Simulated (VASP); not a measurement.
# Lu4ZrO (I4/mmm) in VASP: single point with PBE

Aim: the single point of Lu4ZrO with PBE.

Program: VASP 6.6.1. These are calculated values, not measurements. Logs are shortened: lines on timing, memory, paths and dates and some standing lists are left out, and cuts for length are marked.

## Step 1: The cell of the first run

The structure is tetragonal, space group I4/mmm (No. 139). The conventional cell has a = 6.673 Å, b = 6.673 Å, c = 6.988 Å, α = 90.00°, β = 90.00°, γ = 90.00°. Lu (site symmetry 2/m) has 2 Zr at 2.94 Å and 2 O at 2.94 Å and 6 Lu at 3.34 to 3.49 Å within 3.9 Å. Zr (site symmetry 4/mmm) has 8 Lu at 2.94 Å and 2 O at 3.49 Å within 3.9 Å. Within 3.9 Å of O (site symmetry 4/mmm) lie 8 Lu at 2.94 Å and 2 Zr at 3.49 Å.

The cell was built from a structure type or drawn by symmetry, and may not be a known phase.

## Step 2: Single point, PBE

Contents of INCAR:

```
SYSTEM = Lu4ZrO
ALGO = Normal
EDIFF = 1E-7
ENCUT = 520
GGA = PE
ISIF = 2
ISMEAR = 0
LASPH = .TRUE.
LCHARG = .FALSE.
LREAL = .FALSE.
LWAVE = .FALSE.
NBANDS = 68
NELM = 80
PREC = Accurate
SIGMA = 0.1
```

Contents of KPOINTS:

```
k-points
0
G
  8 8 8
  0 0 0
```

Contents of POSCAR:

```
Lu4ZrO
1.0
   -3.3363801496      3.3363801496      3.4938326103
    3.3363801496     -3.3363801496      3.4938326103
    3.3363801496      3.3363801496     -3.4938326103
Lu Zr O
4 1 1
Direct
    0.5000000000      0.5000000000      0.5000000000
    0.0000000000      0.0000000000      0.5000000000
    0.5000000000      0.0000000000      0.0000000000
    0.0000000000      0.5000000000      0.0000000000
    0.5000000000      0.5000000000      0.0000000000
    0.0000000000      0.0000000000      0.0000000000
```

Potentials or basis: VASP PAW PBE potentials, release 64 (Lu, Zr_sv, O).

Run with:

```sh
$ cat potpaw_PBE.64/Lu/POTCAR potpaw_PBE.64/Zr_sv/POTCAR potpaw_PBE.64/O/POTCAR > POTCAR
$ mpirun -np 1 vasp_std > vasp.out
```

OUTCAR:

```text
SYSTEM = Lu4ZrO
   EDIFF = 1E-7
   ENCUT = 520
   GGA = PE
   ISIF = 2
   ISMEAR = 0
   LASPH = .TRUE.
   LREAL = .FALSE.
   NELM = 80
   PREC = Accurate

 ion  position               nearest neighbor table
   1  0.500  0.500  0.500-   5 2.94   5 2.94   3 3.34   4 3.34   3 3.34   4 3.34   2 3.49   2 3.49

   2  0.000  0.000  0.500-   5 2.94   5 2.94   3 3.34   4 3.34   3 3.34   4 3.34   1 3.49   1 3.49

   3  0.500  0.000  0.000-   5 2.94   5 2.94   1 3.34   2 3.34   1 3.34   2 3.34   4 3.49   4 3.49

   4  0.000  0.500  0.000-   5 2.94   5 2.94   1 3.34   2 3.34   2 3.34   1 3.34   3 3.49   3 3.49

   5  0.500  0.500  0.000-   1 2.94   2 2.94   3 2.94   4 2.94   1 2.94   3 2.94   4 2.94   2 2.94

   6  0.000  0.000  0.000-

  LATTYP: Found a body centered tetragonal cell.
 ALAT       =     6.6727602992
 C/A-ratio  =     1.0471926021

  Lattice vectors:

 A1 = (  -3.3363801496,   3.3363801496,   3.4938326103)
 A2 = (   3.3363801496,  -3.3363801496,   3.4938326103)
 A3 = (   3.3363801496,   3.3363801496,  -3.4938326103)

Analysis of symmetry for initial positions (statically):
=====================================================================
 Subroutine PRICEL returns:
 Original cell was already a primitive cell.

 Routine SETGRP: Setting up the symmetry group for a
 body centered tetragonal supercell.

 Subroutine GETGRP returns: Found 16 space group operations
 (whereof 16 operations were pure point group operations)
 out of a pool of 16 trial point group operations.

The static configuration has the point symmetry D_4h.

Analysis of symmetry for dynamics (positions and initial velocities):
=====================================================================
 Subroutine PRICEL returns:
 Original cell was already a primitive cell.

 Routine SETGRP: Setting up the symmetry group for a
 body centered tetragonal supercell.

 Subroutine GETGRP returns: Found 16 space group operations
 (whereof 16 operations were pure point group operations)
 out of a pool of 16 trial point group operations.

The dynamic configuration has the point symmetry D_4h.

 Subroutine INISYM returns: Found 16 space group operations
 (whereof 16 operations are pure point group operations),
 and found     1 'primitive' translations

----------------------------------------------------------------------------------------

                                     Primitive cell

  volume of cell :     155.5654

  direct lattice vectors                    reciprocal lattice vectors
    -3.336380150  3.336380150  3.493832610     0.000000000  0.149863018  0.143109317
     3.336380150 -3.336380150  3.493832610     0.149863018  0.000000000  0.143109317
     3.336380150  3.336380150 -3.493832610     0.149863018  0.149863018  0.000000000

  length of vectors
     5.871092855  5.871092855  5.871092855     0.207217762  0.207217762  0.211938313

  position of ions in fractional coordinates (direct lattice)
     0.500000000  0.500000000  0.500000000
     0.000000000  0.000000000  0.500000000
     0.500000000  0.000000000  0.000000000
     0.000000000  0.500000000  0.000000000
     0.500000000  0.500000000  0.000000000
     0.000000000  0.000000000  0.000000000

  ion indices of the primitive-cell ions
   primitive index   ion index
                 1           1
                 2           2
                 3           3
                 4           4
                 5           5
                 6           6

----------------------------------------------------------------------------------------

 KPOINTS: k-points

Automatic generation of k-mesh.
 Grid dimensions read from file:
 generate k-points for:    8    8    8

 Generating k-lattice:

  Cartesian coordinates                     Fractional coordinates (reciprocal lattice)
     0.000000000  0.018732877  0.017888665     0.125000000  0.000000000  0.000000000
     0.018732877  0.000000000  0.017888665     0.000000000  0.125000000  0.000000000
     0.018732877  0.018732877  0.000000000     0.000000000  0.000000000  0.125000000

  Length of vectors
     0.025902220  0.025902220  0.026492289

  Shift w.r.t. Gamma in fractional coordinates (k-lattice)
     0.000000000  0.000000000  0.000000000

 Subroutine IBZKPT returns following result:
 ===========================================

 Found     59 irreducible k-points:

 Following reciprocal coordinates:
            Coordinates               Weight
  0.000000  0.000000  0.000000      1.000000
  0.125000 -0.000000  0.000000      8.000000
  0.250000 -0.000000  0.000000      8.000000
  0.375000  0.000000  0.000000      8.000000
  0.500000 -0.000000  0.000000      4.000000
  0.125000  0.125000  0.000000      8.000000
[... 16 lines left out ...]
  0.250000  0.125000  0.125000     16.000000
  0.375000  0.125000  0.125000      8.000000
 [... further k-points ...]
   k-points           NKPTS =     59   k-points in BZ     NKDIM =     59   number of bands    NBANDS=     68
   number of dos      NEDOS =    301   number of ions     NIONS =      6
   total plane-waves  NPLWV = 110592
   dimension x,y,z NGX =    48 NGY =   48 NGZ =   48
   dimension x,y,z NGXF=    96 NGYF=   96 NGZF=   96
   ions per type =               4   1   1
   NGX,Y,Z   is equivalent  to a cutoff of  13.59, 13.59, 13.59 a.u.
   NGXF,Y,Z  is equivalent  to a cutoff of  27.18, 27.18, 27.18 a.u.
 SYSTEM =  Lu4ZrO
   PREC   = accura    normal or accurate (medium, high low for compatibility)
   ISTART =      0    job   : 0-new  1-cont  2-samecut
   ICHARG =      2    charge: 1-file 2-atom 10-const
   ISPIN  =      1    spin polarized calculation?
   LNONCOLLINEAR =      F non collinear calculations
   LSORBIT =      F    spin-orbit coupling
   LASPH  =      T    aspherical Exc in radial PAW
   ENCUT  =  520.0 eV  38.22 Ry    6.18 a.u.  10.92 10.92 10.92*2*pi/ulx,y,z
   NELM   =     80;   NELMIN=  2; NELMDL= -5     # of ELM steps
   EDIFF  = 0.1E-06   stopping-criterion for ELM
   LREAL  =      F    real-space projection
   EDIFFG = 0.1E-05   stopping-criterion for IOM
   NSW    =      0    number of steps for IOM
   IBRION =     -1    ionic relax: 0-MD 1-quasi-New 2-CG
   NFREE  =      0    steps in history (QN), initial steepest desc. (CG)
   ISIF   =      2    stress and relaxation
   ISYM   =      2    0-nonsym 1-usesym 2-fastsym
   POTIM  = 0.5000    time-step for ionic-motion
   TEBEG  =    0.0;   TEEND  =   0.0 temperature during run
   PSTRESS=    0.0 pullay stress
   NELECT =     118.0000    total number of electrons
   NUPDOWN=      -1.0000    fix difference up-down
   EMIN   =  10.00;   EMAX   =-10.00  energy-range for DOS
   EFERMI =   0.00;   METHOD = LEGACY
   ISMEAR =     0;   SIGMA  =   0.10  broadening in eV -4-tet -1-fermi 0-gaus
   EFERMI_NEDOS =   21; number of points for ismear=-14 and -15
   IALGO  =     38    algorithm
   IMIX   =      4    mixing-type and parameters
     AMIX     =   0.40;   BMIX     =  1.00
     AMIX_MAG =   1.60;   BMIX_MAG =  1.00
  volume/ion in A,a.u.               =      25.93       174.97
  Fermi-wavevector in a.u.,A,eV,Ry     =   1.493016  2.821391 30.328702  2.229097
  Thomas-Fermi vector in A             =   2.605470
   LORBIT       =      0    0 simple, 1 ext, 2 COOP (PROOUT), +10 PAW based schemes
   GGA     = PE    functional components
   LHFCALC =     F    Hartree Fock is set to
   AEXX    =    0.0000 exact exchange contribution
   IVDW    =     0    specifies the selected vdW correction
   LEPSILON=     F    determine dielectric tensor
   LRPA    =     F    only Hartree local field effects (RPA)
 non-spin polarized calculation
 Gauss-broadening in eV      SIGMA  =   0.10
  energy-cutoff  :      520.00
  volume of cell :      155.57
 maximum number of plane-waves:      4219
 NGX is ok and might be reduce to    48
   NGX = 21   NGY = 21   NGZ = 21

 number of electron     118.0000010 magnetization

 Free energy of the ion-electron system (eV)
  ---------------------------------------------------
  ext. energy  EPLUGINS =         0.00000000
  ---------------------------------------------------
  free energy    TOTEN  =       -30.83052165 eV

  energy without entropy =      -30.78955329  energy(sigma->0) =      -30.81003747

 E-fermi :   3.0769     XC(G=0): -10.3663

 val. band max:        3.0725327430   @ k =  -0.1250  -0.3750   0.1250
 cond. band min:       3.0802197493   @ k =   0.2500   0.2500   0.0000
 fundamental gap:      0.0076870063
 Fermi energy:         3.0769100698

 k-point     1 :       0.0000    0.0000    0.0000
  band No.  band energies     occupation
      1     -53.5147      2.00000
      2     -53.4898      2.00000
      3     -53.4898      2.00000
      4     -53.4825      2.00000
      5     -44.8909      2.00000
      6     -24.5679      2.00000
[... 60 lines left out ...]
     67       5.7199      0.00000
     68       6.4064      0.00000

 k-point     2 :       0.1250   -0.0000    0.0000
  band No.  band energies     occupation
      1     -53.5137      2.00000
      2     -53.4907      2.00000
      3     -53.4895      2.00000
      4     -53.4828      2.00000
      5     -44.8911      2.00000
      6     -24.5501      2.00000
[... 60 lines left out ...]
     67       5.4490      0.00000
     68       6.4932      0.00000

 k-point     3 :       0.2500   -0.0000    0.0000
  band No.  band energies     occupation
      1     -53.5110      2.00000
      2     -53.4934      2.00000
      3     -53.4888      2.00000
      4     -53.4836      2.00000
      5     -44.8917      2.00000
      6     -24.5220      2.00000
[... 1480 lines left out ...]
     67       5.2218      0.00000
     68       5.4809      0.00000

 k-point    24 :       0.3750    0.1250    0.1250
  band No.  band energies     occupation
      1     -53.4999      2.00000
      2     -53.4997      2.00000
      3     -53.4886      2.00000
      4     -53.4885      2.00000
      5     -44.8924      2.00000
      6     -24.4387      2.00000
[... 60 lines left out ...]
     67       5.1771      0.00000
     68       5.3087      0.00000

 [... further k-points ...]
[... 5 lines left out ...]
  --------------------------------------------------------------------------------------
  -------------------------------------------------------------------------------------
  Total        0.1329629      0.1329629      0.1192823      0.0000000      0.0000000      0.0000000
  in kB        1.3693922      1.3693922      1.2284954      0.0000000      0.0000000      0.0000000
  external PRESSURE =       1.3224266 kB  Pullay stress =       0.0000000 kB

 VOLUME and BASIS-vectors are now :
 -----------------------------------------------------------------------------
  energy-cutoff  :      520.00
  volume of cell :      155.57
      direct lattice vectors                 reciprocal lattice vectors
    -3.336380150  3.336380150  3.493832610     0.000000000  0.149863018  0.143109317
     3.336380150 -3.336380150  3.493832610     0.149863018  0.000000000  0.143109317
     3.336380150  3.336380150 -3.493832610     0.149863018  0.149863018  0.000000000

 POSITION                                       TOTAL-FORCE (eV/Angst)
 -----------------------------------------------------------------------------------
      1.66819      1.66819      1.74692         0.000000      0.000000     -0.000000
      1.66819      1.66819     -1.74692        -0.000000     -0.000000     -0.000000
     -1.66819      1.66819      1.74692         0.000000     -0.000000      0.000000
      1.66819     -1.66819      1.74692        -0.000000     -0.000000      0.000000
      0.00000      0.00000      3.49383        -0.000000      0.000000     -0.000000
      0.00000      0.00000      0.00000        -0.000000      0.000000     -0.000000
 -----------------------------------------------------------------------------------
    total drift:                                0.000000      0.000000     -0.000000

  FREE ENERGIE OF THE ION-ELECTRON SYSTEM (eV)
  ---------------------------------------------------
  free  energy   TOTEN  =       -30.8305216535 eV

  energy  without entropy=      -30.7895532858  energy(sigma->0) =      -30.81003747
```

Run time: 24 min. Hardware: 1 thread of Intel Xeon Platinum 8488C (Sapphire Rapids), shared host; peak memory 0.67 GiB.

What came out:

```
Free energy            : -30.8305 eV
Pressure               : 0.1 GPa
Band gap on the k mesh : zero (bands 59 and 60 overlap by 0.79 eV)
```

Levels at points of the mesh, in eV from the Fermi level:
```
           k point  band 55  band 56  band 57  band 58  band 59  band 60  band 61  band 62  band 63  band 64
(0.00, 0.00, 0.00)    -2.08    -2.08    -2.00    -1.81    -1.07    -0.51     0.63     1.37     1.37     1.89
(0.50, 0.00, 0.00)    -1.44    -1.12    -0.25    -0.25    -0.13    -0.05     0.22     0.89     1.04     1.05
(0.50, 0.50, 0.00)    -1.61    -0.96    -0.74    -0.33     0.16     0.33     0.44     0.45     0.77     1.04
(0.50, 0.50, 0.50)    -1.49    -1.12    -0.94     0.24     0.28     0.44     0.44     0.78     1.14     1.14
```

Caveat: spin-orbit coupling is left out, which moves the levels of the heavy elements.
